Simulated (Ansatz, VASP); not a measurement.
**Two plane-wave programs on Ir**

```xyz
1
Lattice="0.0000 1.9221 1.9221 1.9221 0.0000 1.9221 1.9221 1.9221 0.0000" Properties=species:S:1:pos:R:3 pbc="T T T"
Ir    0.0000    0.0000    0.0000
```

Alike in both runs: functional r2SCAN; k mesh 18 × 18 × 18; occupations gaussian, width 0.1 eV; no spin polarisation.

Ansatz relaxed the structure, and its values are those at the end. VASP's run is a single point on that final structure, the one shown.

```csv
,VASP,Ansatz
version,VASP 6.6.1,Ansatz 0.2.0
potentials or method,"VASP PAW PBE potentials, release 64 (Ir_sv_GW), cutoff 620 eV","scalar-relativistic, plane waves, PAW"
valence electrons in the cell,17,17
```

Ansatz gave:

```
gap on the k mesh at the Fermi level (eV) : none
pressure (GPa)                            : 0.0
```

Question: What did VASP give for the same quantities?

Answer: gap on the k mesh at the Fermi level (eV): none; pressure (GPa): -1.0.

VASP's potentials were made for PBE, not for r2SCAN. A gap of «none» marks a metal or a gap that the smearing closes.

Neither program's run includes spin-orbit coupling.
